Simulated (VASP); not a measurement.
# Mg (P6_3/mmc) in VASP: notebook, part 2 of 2

VASP 6.6.1. The steps go on from the part before.

### 5 Single point, PBEsol

This run uses another cell than the first one, of 22.56 Å³/atom, 1.351 times its volume.

Input file INCAR:

```
ALGO = Normal
EDIFF = 1E-6
ENCUT = 520
GGA = PS
ISIF = 2
ISMEAR = -1
LASPH = T
LCHARG = T
LELF = T
LREAL = F
LVHAR = T
LWAVE = F
NBANDS = 9
NELM = 80
PREC = Accurate
SIGMA = 0.05
```

Input file KPOINTS:

```
k-points
0
Gamma
  10 10 5
```

Input file POSCAR:

```
Mg
1.0
    3.1474529039      0.0000000000      0.0000000000
   -1.5737264520      2.7257741720      0.0000000000
    0.0000000000      0.0000000000      5.2598882947
Mg
2
Direct
    0.6666666667      0.3333333333      0.7500000000
    0.3333333333      0.6666666667      0.2500000000
```

Potentials or basis: VASP PAW PBE potentials, release 64 (Mg).

Launch:

```sh
$ cat potpaw_PBE.64/Mg/POTCAR > POTCAR
$ mpirun -np 1 vasp_std > vasp.out
```

OUTCAR:

```text
EDIFF = 1E-6
   ENCUT = 520
   GGA = PS
   ISIF = 2
   ISMEAR = -1
   LASPH = T
   LREAL = F
   NELM = 80
   PREC = Accurate

 ion  position               nearest neighbor table
   1  0.667  0.333  0.750-   2 3.20   2 3.20   2 3.20   2 3.20   2 3.20   2 3.20
   2  0.333  0.667  0.250-   1 3.20   1 3.20   1 3.20   1 3.20   1 3.20   1 3.20

  LATTYP: Found a hexagonal cell.
 ALAT       =     3.1474529039
 C/A-ratio  =     1.6711571087

  Lattice vectors:

 A1 = (   3.1474529039,   0.0000000000,   0.0000000000)
 A2 = (  -1.5737264520,   2.7257741720,   0.0000000000)
 A3 = (   0.0000000000,   0.0000000000,   5.2598882947)

Analysis of symmetry for initial positions (statically):
=====================================================================
 Subroutine PRICEL returns:
 Original cell was already a primitive cell.

 Routine SETGRP: Setting up the symmetry group for a
 hexagonal supercell.

 Subroutine GETGRP returns: Found 24 space group operations
 (whereof 12 operations were pure point group operations)
 out of a pool of 24 trial point group operations.

[... 170 lines left out ...]

 k-point     1 :       0.0000    0.0000    0.0000
  band No.  band energies     occupation
      1      -4.3217      2.00000
      2       0.8213      2.00000
      3       1.1788      2.00000
      4      14.0176      0.00000
      5      14.0176      0.00000
      6      14.2399      0.00000
      7      14.2399      0.00000
      8      14.3610      0.00000
      9      16.5440      0.00000
[... 265 lines left out ...]
 k-point    24 :       0.4000    0.1000    0.2000
  band No.  band energies     occupation
      1       0.0516      2.00000
      2       1.9009      2.00000
      3       3.2616      0.00005
      4       5.0406      0.00000
      5       6.9651      0.00000
      6       8.0250      0.00000
      7       9.4975      0.00000
      8      10.9229      0.00000
      9      13.6151      0.00000

 [... further k-points ...]

------------------------ aborting loop because EDIFF is reached ----------------------------------------

  FORCE on cell =-STRESS in cart. coord.  units (eV):
  Direction    XX          YY          ZZ          XY          YZ          ZX
  --------------------------------------------------------------------------------------
  -------------------------------------------------------------------------------------
  Total       -0.0041115     -0.0041115     -0.0088758      0.0000000      0.0000000      0.0000000
  in kB       -0.1459771     -0.1459771     -0.3151337      0.0000000      0.0000000      0.0000000
  external PRESSURE =      -0.2023626 kB  Pullay stress =       0.0000000 kB

 VOLUME and BASIS-vectors are now :
 -----------------------------------------------------------------------------
  energy-cutoff  :      520.00
  volume of cell :       45.13
      direct lattice vectors                 reciprocal lattice vectors
     3.147452904  0.000000000  0.000000000     0.317717224  0.183434125  0.000000000
    -1.573726452  2.725774172  0.000000000     0.000000000  0.366868250  0.000000000
     0.000000000  0.000000000  5.259888295     0.000000000  0.000000000  0.190118106

 POSITION                                       TOTAL-FORCE (eV/Angst)
 -----------------------------------------------------------------------------------
      1.57373      0.90859      3.94492         0.000000     -0.000000      0.000000
     -0.00000      1.81718      1.31497        -0.000000      0.000000      0.000000
 -----------------------------------------------------------------------------------
    total drift:                                0.000000     -0.000000      0.000000

  FREE ENERGIE OF THE ION-ELECTRON SYSTEM (eV)
  ---------------------------------------------------
  free  energy   TOTEN  =        -3.4464403013 eV

  energy  without entropy=       -3.4380723203  energy(sigma->0) =       -3.44225631
```

OSZICAR:

```text
N       E                     dE             d eps       ncg     rms          rms(c)
DAV:   1    -0.529481557232E+00   -0.52948E+00   -0.13554E+03   756   0.320E+02
DAV:   2    -0.341244018356E+01   -0.28830E+01   -0.28139E+01   915   0.286E+01
DAV:   3    -0.346602480856E+01   -0.53585E-01   -0.51533E-01  1025   0.311E+00
DAV:   4    -0.346618066993E+01   -0.15586E-03   -0.15585E-03   943   0.166E-01
DAV:   5    -0.346618126174E+01   -0.59181E-06   -0.59141E-06   969   0.103E-02    0.954E-01
DAV:   6    -0.345581003200E+01    0.10371E-01   -0.58383E-04   904   0.153E-01    0.607E-01
DAV:   7    -0.344643594773E+01    0.93741E-02   -0.23802E-03   793   0.277E-01    0.310E-02
DAV:   8    -0.344644057351E+01   -0.46258E-05   -0.18817E-05  1058   0.261E-02    0.625E-03
DAV:   9    -0.344644030126E+01    0.27225E-06   -0.86576E-07   799   0.402E-03
   1 F= -.34464403E+01 E0= -.34422563E+01  d E =-.836798E-02
```

It took 5.1 s on 1 thread of Intel Xeon 6975P-C (Granite Rapids), shared host; peak memory 0.15 GiB.

Results:

```
Free energy            : -3.4464 eV
Pressure               : 0.0 GPa
Band gap on the k mesh : zero (band 2 reaches 3.24 eV, above the bottom of band 3 at 1.18 eV)
```

Caveat: the PAW data sets were made with another functional, which shifts forces and pressure a little.

### 6 Relaxation of cell and atoms, PBEsol

This run uses another cell than the first one, of 23.24 Å³/atom, 1.391 times its volume.

Input file INCAR:

```
SYSTEM = Mg
PREC = Accurate
ENCUT = 600
EDIFF = 1E-7
ISMEAR = -1
SIGMA = 0.05
LREAL = .False.
LASPH = .True.
NELM = 60
ALGO = Normal
ISIF = 3
LWAVE = .False.
LCHARG = .False.
GGA = PS
IBRION = 2
NSW = 80
EDIFFG = -0.01
```

Input file KPOINTS:

```
regular mesh
0
Gamma
  10 10 5
  0 0 0
```

Input file POSCAR:

```
Mg
1.0
    3.2093000000      0.0000000000      0.0000000000
   -1.6046500000      2.7793353284      0.0000000000
    0.0000000000      0.0000000000      5.2103000000
Mg
2
Direct
    0.6666666667      0.3333333333      0.7500000000
    0.3333333333      0.6666666667      0.2500000000
```

Potentials or basis: VASP PAW PBE potentials, release 64 (Mg).

Launch:

```sh
$ cat potpaw_PBE.64/Mg/POTCAR > POTCAR
$ mpirun -np 1 vasp_std > vasp.out
```

It took 22 s on 1 thread of Intel Xeon 6975P-C (Granite Rapids), shared host; peak memory 0.18 GiB.

It converged, with:

```
Free energy                            : -3.4466 eV
Relaxed volume                         : 22.55 Å³/atom
Relaxed cell                           : a = 3.147 Å, b = 3.147 Å, c = 5.258 Å, α = 90.00°, β = 90.00°, γ = 120.00°
Space group after relaxing (to 0.05 Å) : P6_3/mmc (No. 194)
Energy gained by relaxing              : 4.8 meV/atom
Ionic steps                            : 7
Pressure after relaxing                : 0.0 GPa
Band gap on the k mesh                 : zero (band 2 reaches 3.24 eV, above the bottom of band 3 at 1.18 eV)
```

The path:
| step | energy change (eV) | largest force (eV/Å) | pressure (GPa) | volume (Å³) |
| --- | --- | --- | --- | --- |
| 1 | 0.0000 | 0.0000 | -1.10 | 46.47 |
| 2 | -0.0065 | 0.0000 | -0.28 | 45.41 |
| 3 | -0.0076 | 0.0000 | 0.23 | 44.81 |
| 4 | -0.0091 | 0.0000 | 0.22 | 44.83 |
| 5 | -0.0094 | 0.0000 | 0.21 | 44.85 |
| 6 | -0.0094 | 0.0000 | 0.21 | 44.85 |
| 7 | -0.0096 | 0.0000 | 0.00 | 45.09 |

Final structure:
```xyz
2
Lattice="3.1470 0.0000 0.0000 -1.5735 2.7254 0.0000 0.0000 0.0000 5.2579" Properties=species:S:1:pos:R:3 pbc="T T T"
Mg    1.5735    0.9085    3.9434
Mg    0.0000    1.8169    1.3145
```

Levels at points of the mesh, in eV from the Fermi level:
```tsv
k point	band 1	band 2	band 3	band 4	band 5	band 6
(0.00, 0.00, 0.00)	-7.05	-1.91	-1.55	11.29	11.29	11.51
(0.50, 0.00, 0.00)	-2.15	-2.09	2.60	2.92	3.09	3.58
```

Caveat: the PAW data sets were made with another functional, which shifts forces and pressure a little.

### 7 Overview

| task | cell | cutoff (eV) | gap on the mesh (eV) | pressure (GPa) |
| --- | --- | --- | --- | --- |
| single point | a = 2.869, b = 2.869, c = 4.686 Å, angles 90.0, 90.0, 120.0°, 2 atoms | 520 | none | 20.3 |
| single point | a = 2.969, b = 2.969, c = 4.902 Å, angles 90.0, 90.0, 120.0°, 2 atoms | 520 | none | 10.1 |
| single point | a = 3.040, b = 3.040, c = 5.061 Å, angles 90.0, 90.0, 120.0°, 2 atoms | 520 | none | 5.0 |
| single point | a = 3.147, b = 3.147, c = 5.260 Å, angles 90.0, 90.0, 120.0°, 2 atoms | 520 | none | 0.0 |
| relaxation of cell and atoms | relaxed from a = 3.209, b = 3.209, c = 5.210 Å, angles 90.0, 90.0, 120.0°, 2 atoms | 600 | none | 0.0 |

Alike in all rows: level PBEsol; potentials or basis VASP PAW PBE potentials, release 64 (Mg); no spin polarisation; k mesh 10 × 10 × 5; smearing fermi-dirac 0.05 eV.

Caveats: the PAW data sets were made with another functional, which shifts forces and pressure a little.

Absolute energies hang on the potentials; compare differences alone.
